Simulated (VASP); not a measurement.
# BN (P6_3/mmc) in VASP: a series of runs

BN is run at these levels: PBEsol; tasks: single point.

Program: VASP 6.6.1. These are calculated values, not measurements. Logs are shortened: lines on timing, memory, paths and dates and some standing lists are left out, and cuts for length are marked.

### Step 1. The cell of the first run

Symmetry: P6_3/mmc, No. 194, hexagonal system. Conventional cell: a = 2.584 Å, b = 2.584 Å, c = 6.919 Å, α = 90.00°, β = 90.00°, γ = 120.00°. Within 2.0 Å of B (site symmetry -6m2) lie 3 N at 1.49 Å. Within 2.0 Å of N (site symmetry -6m2) lie 3 B at 1.49 Å.

### Step 2. Single point, PBEsol (volume 10.005 Å^3 an atom, c/a of the conventional cell 2.6771)

INCAR reads:

```
  ALGO = Normal
  EDIFF = 1E-6
  ENCUT = 520
  GGA = PS
  ISIF = 2
  ISMEAR = 0
  LASPH = True
  LCHARG = False
  LREAL = False
  LWAVE = False
  NBANDS = 16
  NELM = 60
  PREC = Accurate
  SIGMA = 0.05
```

KPOINTS reads:

```
k-points
0
Gamma
  12 12 4
```

POSCAR reads:

```
BN
1.0
    2.5844052792      0.0000000000      0.0000000000
   -1.2922026396      2.2381606255      0.0000000000
    0.0000000000      0.0000000000      6.9187113730
B N
2 2
Direct
    0.3333333333      0.6666666667      0.2500000000
    0.6666666667      0.3333333333      0.7500000000
    0.3333333333      0.6666666667      0.7500000000
    0.6666666667      0.3333333333      0.2500000000
```

Potentials or basis: VASP PAW PBE potentials, release 64 (B, N).

Launch:

```console
$ cat potpaw_PBE.64/B/POTCAR potpaw_PBE.64/N/POTCAR > POTCAR
$ mpirun -np 1 vasp_std > vasp.out
```

OUTCAR:

```text
EDIFF = 1E-6
   ENCUT = 520
   GGA = PS
   ISIF = 2
   ISMEAR = 0
   LASPH = True
   LREAL = False
   NELM = 60
   PREC = Accurate

 ion  position               nearest neighbor table
   1  0.333  0.667  0.250-   4 1.49   4 1.49   4 1.49
   2  0.667  0.333  0.750-   3 1.49   3 1.49   3 1.49
   3  0.333  0.667  0.750-   2 1.49   2 1.49   2 1.49
   4  0.667  0.333  0.250-   1 1.49   1 1.49   1 1.49

  LATTYP: Found a hexagonal cell.
 ALAT       =     2.5844052792
 C/A-ratio  =     2.6771000000

  Lattice vectors:

 A1 = (   2.5844052792,   0.0000000000,   0.0000000000)
 A2 = (  -1.2922026396,   2.2381606255,   0.0000000000)
 A3 = (   0.0000000000,   0.0000000000,   6.9187113730)

Analysis of symmetry for initial positions (statically):
=====================================================================
 Subroutine PRICEL returns:
 Original cell was already a primitive cell.

 Routine SETGRP: Setting up the symmetry group for a
 hexagonal supercell.

 Subroutine GETGRP returns: Found 24 space group operations
 (whereof 12 operations were pure point group operations)
 out of a pool of 24 trial point group operations.

The static configuration has the point symmetry D_3d.
 The point group associated with its full space group is D_6h.

Analysis of symmetry for dynamics (positions and initial velocities):
=====================================================================
 Subroutine PRICEL returns:
 Original cell was already a primitive cell.

 Routine SETGRP: Setting up the symmetry group for a
 hexagonal supercell.

 Subroutine GETGRP returns: Found 24 space group operations
 (whereof 12 operations were pure point group operations)
 out of a pool of 24 trial point group operations.

The dynamic configuration has the point symmetry D_3d.
 The point group associated with its full space group is D_6h.

 Subroutine INISYM returns: Found 24 space group operations
 (whereof 12 operations are pure point group operations),
 and found     1 'primitive' translations

----------------------------------------------------------------------------------------

                                     Primitive cell

  volume of cell :      40.0200

  direct lattice vectors                    reciprocal lattice vectors
     2.584405279  0.000000000  0.000000000     0.386936216  0.223397729  0.000000000
    -1.292202640  2.238160625  0.000000000     0.000000000  0.446795457  0.000000000
     0.000000000  0.000000000  6.918711373     0.000000000  0.000000000  0.144535586

  length of vectors
     2.584405279  2.584405279  6.918711373     0.446795457  0.446795457  0.144535586

  position of ions in fractional coordinates (direct lattice)
     0.333333333  0.666666667  0.250000000
     0.666666667  0.333333333  0.750000000
     0.333333333  0.666666667  0.750000000
     0.666666667  0.333333333  0.250000000

  ion indices of the primitive-cell ions
   primitive index   ion index
                 1           1
                 2           2
                 3           3
                 4           4

----------------------------------------------------------------------------------------

 KPOINTS: k-points

Automatic generation of k-mesh.
 Grid dimensions read from file:
 generate k-points for:   12   12    4

 Generating k-lattice:

  Cartesian coordinates                     Fractional coordinates (reciprocal lattice)
     0.032244685  0.018616477  0.000000000     0.083333333  0.000000000  0.000000000
     0.000000000  0.037232955  0.000000000     0.000000000  0.083333333  0.000000000
     0.000000000  0.000000000  0.036133896     0.000000000  0.000000000  0.250000000

  Length of vectors
     0.037232955  0.037232955  0.036133896

  Shift w.r.t. Gamma in fractional coordinates (k-lattice)
     0.000000000  0.000000000  0.000000000

 Subroutine IBZKPT returns following result:
 ===========================================

 Found     57 irreducible k-points:

 Following reciprocal coordinates:
            Coordinates               Weight
  0.000000  0.000000  0.000000      1.000000
  0.083333  0.000000  0.000000      6.000000
  0.166667 -0.000000  0.000000      6.000000
  0.250000  0.000000  0.000000      6.000000
  0.333333  0.000000  0.000000      6.000000
  0.416667  0.000000  0.000000      6.000000
[... 16 lines left out ...]
  0.250000  0.000000  0.250000     12.000000
  0.333333  0.000000  0.250000     12.000000
 [... further k-points ...]
   k-points           NKPTS =     57   k-points in BZ     NKDIM =     57   number of bands    NBANDS=     16
   number of dos      NEDOS =    301   number of ions     NIONS =      4
   total plane-waves  NPLWV =  21600
   dimension x,y,z NGX =    20 NGY =   20 NGZ =   54
   dimension x,y,z NGXF=    40 NGYF=   40 NGZF=  108
   ions per type =               2   2
   NGX,Y,Z   is equivalent  to a cutoff of  12.87, 12.87, 12.98 a.u.
   NGXF,Y,Z  is equivalent  to a cutoff of  25.73, 25.73, 25.95 a.u.
 SYSTEM =  unknown system
   PREC   = accura    normal or accurate (medium, high low for compatibility)
   ISTART =      0    job   : 0-new  1-cont  2-samecut
   ICHARG =      2    charge: 1-file 2-atom 10-const
   ISPIN  =      1    spin polarized calculation?
   LNONCOLLINEAR =      F non collinear calculations
   LSORBIT =      F    spin-orbit coupling
   LASPH  =      T    aspherical Exc in radial PAW
   ENCUT  =  520.0 eV  38.22 Ry    6.18 a.u.   4.81  4.81 12.86*2*pi/ulx,y,z
   NELM   =     60;   NELMIN=  2; NELMDL= -5     # of ELM steps
   EDIFF  = 0.1E-05   stopping-criterion for ELM
   LREAL  =      F    real-space projection
   EDIFFG = 0.1E-04   stopping-criterion for IOM
   NSW    =      0    number of steps for IOM
   IBRION =     -1    ionic relax: 0-MD 1-quasi-New 2-CG
   NFREE  =      0    steps in history (QN), initial steepest desc. (CG)
   ISIF   =      2    stress and relaxation
   ISYM   =      2    0-nonsym 1-usesym 2-fastsym
   POTIM  = 0.5000    time-step for ionic-motion
   TEBEG  =    0.0;   TEEND  =   0.0 temperature during run
   PSTRESS=    0.0 pullay stress
   NELECT =      16.0000    total number of electrons
   NUPDOWN=      -1.0000    fix difference up-down
   EMIN   =  10.00;   EMAX   =-10.00  energy-range for DOS
   EFERMI =   0.00;   METHOD = LEGACY
   ISMEAR =     0;   SIGMA  =   0.05  broadening in eV -4-tet -1-fermi 0-gaus
   EFERMI_NEDOS =   21; number of points for ismear=-14 and -15
   IALGO  =     38    algorithm
   IMIX   =      4    mixing-type and parameters
     AMIX     =   0.40;   BMIX     =  1.00
     AMIX_MAG =   1.60;   BMIX_MAG =  1.00
  volume/ion in A,a.u.               =      10.00        67.52
  Fermi-wavevector in a.u.,A,eV,Ry     =   1.206024  2.279054 19.789577  1.454493
  Thomas-Fermi vector in A             =   2.341703
   LORBIT       =      0    0 simple, 1 ext, 2 COOP (PROOUT), +10 PAW based schemes
   GGA     = PS    functional components
   LHFCALC =     F    Hartree Fock is set to
   AEXX    =    0.0000 exact exchange contribution
   IVDW    =     0    specifies the selected vdW correction
   LEPSILON=     F    determine dielectric tensor
   LRPA    =     F    only Hartree local field effects (RPA)
 non-spin polarized calculation
 Gauss-broadening in eV      SIGMA  =   0.05
  energy-cutoff  :      520.00
  volume of cell :       40.02
 maximum number of plane-waves:      1092
 NGX is ok and might be reduce to    20
   NGX =  9   NGY =  9   NGZ = 25

 number of electron      16.0000003 magnetization

 Free energy of the ion-electron system (eV)
  ---------------------------------------------------
  ext. energy  EPLUGINS =         0.00000000
  ---------------------------------------------------
  free energy    TOTEN  =       -36.35023872 eV

  energy without entropy =      -36.35023872  energy(sigma->0) =      -36.35023872

 E-fermi :   1.7757     XC(G=0):  -9.8393

 val. band max:        1.4866479307   @ k =   0.3333   0.3333   0.5000
 cond. band min:       5.5617140174   @ k =   0.5000   0.0000   0.0000
 fundamental gap:      4.0750660867
 Fermi energy:         1.7757023919

 k-point     1 :       0.0000    0.0000    0.0000
  band No.  band energies     occupation
      1     -15.6872      2.00000
      2     -15.4591      2.00000
      3      -4.1830      2.00000
      4      -2.3441      2.00000
      5       0.0796      2.00000
      6       0.0796      2.00000
[... 8 lines left out ...]
     15      12.3332      0.00000
     16      13.3715      0.00000

 k-point     2 :       0.0833    0.0000    0.0000
  band No.  band energies     occupation
      1     -15.5604      2.00000
      2     -15.3361      2.00000
      3      -4.0097      2.00000
      4      -2.1884      2.00000
      5      -0.4593      2.00000
      6      -0.4363      2.00000
[... 8 lines left out ...]
     15      12.8728      0.00000
     16      12.9339      0.00000

 k-point     3 :       0.1667   -0.0000    0.0000
  band No.  band energies     occupation
      1     -15.1874      2.00000
      2     -14.9742      2.00000
      3      -3.4963      2.00000
      4      -1.8149      2.00000
      5      -1.7871      2.00000
      6      -1.7311      2.00000
[... 8 lines left out ...]
     15      14.2462      0.00000
     16      14.3388      0.00000

 k-point     4 :       0.2500    0.0000    0.0000
  band No.  band energies     occupation
      1     -14.5952      2.00000
      2     -14.4016      2.00000
      3      -3.5189      2.00000
      4      -3.4738      2.00000
      5      -2.6674      2.00000
      6      -1.4111      2.00000
[... 8 lines left out ...]
     15      15.6683      0.00000
     16      16.3153      0.00000
[... 324 lines left out ...]
 k-point    22 :       0.1667   -0.0000    0.2500
  band No.  band energies     occupation
      1     -15.1575      2.00000
      2     -15.0067      2.00000
      3      -3.2832      2.00000
      4      -2.0802      2.00000
      5      -1.8030      2.00000
      6      -1.7551      2.00000
[... 8 lines left out ...]
     15      14.2593      0.00000
     16      14.3248      0.00000

 k-point    23 :       0.2500    0.0000    0.2500
  band No.  band energies     occupation
      1     -14.5678      2.00000
      2     -14.4310      2.00000
      3      -3.5205      2.00000
      4      -3.4855      2.00000
      5      -2.4500      2.00000
      6      -1.4045      2.00000
[... 8 lines left out ...]
     15      16.3278      0.00000
     16      16.3926      0.00000

 k-point    24 :       0.3333    0.0000    0.2500
  band No.  band energies     occupation
      1     -13.8272      2.00000
      2     -13.7128      2.00000
      3      -5.1932      2.00000
      4      -5.1488      2.00000
      5      -1.9834      2.00000
      6      -1.9485      2.00000
[... 8 lines left out ...]
     15      16.9750      0.00000
     16      18.6297      0.00000

 [... further k-points ...]
[... 5 lines left out ...]
  --------------------------------------------------------------------------------------
  -------------------------------------------------------------------------------------
  Total       -7.0084060     -7.0084060     -0.0123095      0.0000000      0.0000000      0.0000000
  in kB     -280.5774435   -280.5774435     -0.4928028      0.0000000      0.0000000      0.0000000
  external PRESSURE =    -187.2158966 kB  Pullay stress =       0.0000000 kB

 VOLUME and BASIS-vectors are now :
 -----------------------------------------------------------------------------
  energy-cutoff  :      520.00
  volume of cell :       40.02
      direct lattice vectors                 reciprocal lattice vectors
     2.584405279  0.000000000  0.000000000     0.386936216  0.223397729  0.000000000
    -1.292202640  2.238160625  0.000000000     0.000000000  0.446795457  0.000000000
     0.000000000  0.000000000  6.918711373     0.000000000  0.000000000  0.144535586

 POSITION                                       TOTAL-FORCE (eV/Angst)
 -----------------------------------------------------------------------------------
     -0.00000      1.49211      1.72968         0.000000      0.000000      0.000000
      1.29220      0.74605      5.18903        -0.000000     -0.000000      0.000000
     -0.00000      1.49211      5.18903         0.000000     -0.000000      0.000000
      1.29220      0.74605      1.72968        -0.000000      0.000000      0.000000
 -----------------------------------------------------------------------------------
    total drift:                               -0.000000      0.000000      0.000000

  FREE ENERGIE OF THE ION-ELECTRON SYSTEM (eV)
  ---------------------------------------------------
  free  energy   TOTEN  =       -36.3502387192 eV

  energy  without entropy=      -36.3502387192  energy(sigma->0) =      -36.35023872
```

Wall time 19 s (1 thread of Intel Xeon Platinum 8559C (Emerald Rapids), shared host); peak memory 0.16 GiB.

Results:

* Free energy: -36.3502 eV
* Pressure: -18.7 GPa
* Band gap on the k mesh: 4.08 eV, indirect (least direct gap 4.36 eV)

Levels at points of the mesh, in eV from the valence-band top:
| k point | band 4 | band 5 | band 6 | band 7 | band 8 | band 9 | band 10 | band 11 | band 12 | band 13 |
| --- | --- | --- | --- | --- | --- | --- | --- | --- | --- | --- |
| (0.00, 0.00, 0.00) | -3.83 | -1.41 | -1.41 | -1.38 | -1.38 | 4.81 | 9.41 | 10.49 | 10.75 | 10.75 |
| (0.50, 0.00, 0.00) | -8.49 | -3.99 | -3.94 | -1.28 | -0.42 | 4.08 | 5.23 | 8.57 | 8.92 | 11.96 |
| (0.00, 0.00, 0.50) | -4.85 | -1.39 | -1.39 | -1.39 | -1.39 | 6.88 | 6.88 | 10.80 | 10.80 | 10.80 |
| (0.50, 0.00, 0.50) | -8.52 | -3.96 | -3.96 | -0.84 | -0.84 | 4.48 | 4.48 | 8.87 | 8.87 | 12.70 |

Caveat: the PAW data sets were made with another functional, which shifts forces and pressure a little; this functional lacks dispersion, which binds the layers, so the pressure and a relaxed spacing across them are unreliable.

### Step 3. Single point, PBEsol (volume 10.005 Å^3 an atom, c/a of the conventional cell 2.9482)

INCAR reads:

```
  ALGO = Normal
  EDIFF = 1E-6
  ENCUT = 520
  GGA = PS
  ISIF = 2
  ISMEAR = 0
  LASPH = T
  LCHARG = F
  LREAL = F
  LWAVE = F
  NBANDS = 16
  NELM = 80
  PREC = Accurate
  SIGMA = 0.05
```

KPOINTS is that of step 2.

POSCAR reads:

```
BN
1.0
    2.5026291775      0.0000000000      0.0000000000
   -1.2513145888      2.1673404439      0.0000000000
    0.0000000000      0.0000000000      7.3782513411
B N
2 2
Direct
    0.3333333333      0.6666666667      0.2500000000
    0.6666666667      0.3333333333      0.7500000000
    0.3333333333      0.6666666667      0.7500000000
    0.6666666667      0.3333333333      0.2500000000
```

Potentials or basis: VASP PAW PBE potentials, release 64 (B, N).

Launch:

```console
$ cat potpaw_PBE.64/B/POTCAR potpaw_PBE.64/N/POTCAR > POTCAR
$ mpirun -np 1 vasp_std > vasp.out
```

OUTCAR:

```text
EDIFF = 1E-6
   ENCUT = 520
   GGA = PS
   ISIF = 2
   ISMEAR = 0
   LASPH = T
   LREAL = F
   NELM = 80
   PREC = Accurate

 ion  position               nearest neighbor table
   1  0.333  0.667  0.250-   4 1.44   4 1.44   4 1.44
   2  0.667  0.333  0.750-   3 1.44   3 1.44   3 1.44
   3  0.333  0.667  0.750-   2 1.44   2 1.44   2 1.44
   4  0.667  0.333  0.250-   1 1.44   1 1.44   1 1.44

[... 657 lines left out ...]

  FORCE on cell =-STRESS in cart. coord.  units (eV):
  Direction    XX          YY          ZZ          XY          YZ          ZX
  --------------------------------------------------------------------------------------
  -------------------------------------------------------------------------------------
  Total        0.2695933      0.2695933     -0.0999695     -0.0000000      0.0000000      0.0000000
  in kB       10.7930097     10.7930097     -4.0022221     -0.0000000      0.0000000      0.0000000
  external PRESSURE =       5.8612658 kB  Pullay stress =       0.0000000 kB

 VOLUME and BASIS-vectors are now :
 -----------------------------------------------------------------------------
  energy-cutoff  :      520.00
  volume of cell :       40.02
      direct lattice vectors                 reciprocal lattice vectors
     2.502629177  0.000000000  0.000000000     0.399579774  0.230697490  0.000000000
    -1.251314589  2.167340444  0.000000000     0.000000000  0.461394980  0.000000000
     0.000000000  0.000000000  7.378251341     0.000000000  0.000000000  0.135533469

 POSITION                                       TOTAL-FORCE (eV/Angst)
 -----------------------------------------------------------------------------------
     -0.00000      1.44489      1.84456         0.000000     -0.000000      0.000000
      1.25131      0.72245      5.53369        -0.000000      0.000000      0.000000
     -0.00000      1.44489      5.53369         0.000000      0.000000      0.000000
      1.25131      0.72245      1.84456        -0.000000      0.000000      0.000000
 -----------------------------------------------------------------------------------
    total drift:                               -0.000000      0.000000     -0.000000

  FREE ENERGIE OF THE ION-ELECTRON SYSTEM (eV)
  ---------------------------------------------------
  free  energy   TOTEN  =       -36.5688529798 eV

  energy  without entropy=      -36.5688529798  energy(sigma->0) =      -36.56885298
```

OSZICAR:

```text
N       E                     dE             d eps       ncg     rms          rms(c)
DAV:   1     0.520844507724E+02    0.52084E+02   -0.79058E+03  1832   0.916E+02
DAV:   2    -0.364990450521E+02   -0.88583E+02   -0.79997E+02  2512   0.219E+02
DAV:   3    -0.401077438587E+02   -0.36087E+01   -0.35937E+01  2328   0.446E+01
DAV:   4    -0.401347005780E+02   -0.26957E-01   -0.26952E-01  2352   0.429E+00
DAV:   5    -0.401350044385E+02   -0.30386E-03   -0.30386E-03  2320   0.427E-01    0.111E+01
DAV:   6    -0.369810909762E+02    0.31539E+01   -0.51105E+00  2344   0.169E+01    0.506E+00
DAV:   7    -0.366639686219E+02    0.31712E+00   -0.52883E-01  2400   0.517E+00    0.311E+00
DAV:   8    -0.365711251578E+02    0.92843E-01   -0.24566E-01  2432   0.324E+00    0.468E-01
DAV:   9    -0.365673919168E+02    0.37332E-02   -0.15298E-02  2048   0.952E-01    0.184E-01
DAV:  10    -0.365686645080E+02   -0.12726E-02   -0.13586E-03  2096   0.270E-01    0.332E-02
DAV:  11    -0.365688362863E+02   -0.17178E-03   -0.11868E-04  2192   0.779E-02    0.250E-02
DAV:  12    -0.365688527621E+02   -0.16476E-04   -0.36290E-05  2032   0.381E-02    0.248E-03
DAV:  13    -0.365688529798E+02   -0.21777E-06   -0.84358E-07  2040   0.729E-03
   1 F= -.36568853E+02 E0= -.36568853E+02  d E =-.869279E-21
```

stdout:

```text
POSCAR found type information on POSCAR B N
 POSCAR found :  2 types and       4 ions
 scaLAPACK will be used
 -----------------------------------------------------------------------------
|                                                                             |
|                                                                             |
|     You enforced a specific xc type in the INCAR file but a different       |
|     I HOPE YOU KNOW WHAT YOU ARE DOING!                                     |
|                                                                             |
 -----------------------------------------------------------------------------

 LDA part: xc-table for (Slater+PW92), standard interpolation
 POSCAR, INCAR and KPOINTS ok, starting setup
 FFT: planning ... GRIDC
 FFT: planning ... GRID_SOFT
 FFT: planning ... GRID
 WAVECAR not read
 entering main loop
```

Wall time 26 s (1 thread of Intel Xeon Platinum 8559C (Emerald Rapids), shared host); peak memory 0.16 GiB.

Results:

* Free energy: -36.5689 eV
* Pressure: 0.6 GPa
* Band gap on the k mesh: 4.35 eV, indirect (least direct gap 4.61 eV)

Levels at points of the mesh, in eV from the valence-band top:
```tsv
k point	band 5	band 6	band 7	band 8	band 9	band 10	band 11	band 12
(0.00, 0.00, 0.00)	-1.31	-1.31	-1.30	-1.30	4.58	8.94	11.47	11.54
(0.50, 0.00, 0.00)	-4.13	-4.11	-1.20	-0.65	4.35	5.22	9.42	9.95
(0.00, 0.00, 0.50)	-1.30	-1.30	-1.30	-1.30	6.41	6.41	11.57	11.57
(0.50, 0.00, 0.50)	-4.12	-4.12	-0.92	-0.92	4.69	4.69	9.80	9.80
```

Caveat: the PAW data sets were made with another functional, which shifts forces and pressure a little; this functional lacks dispersion, which binds the layers, so the pressure and a relaxed spacing across them are unreliable.

(Part 1 of 2 ends here.)
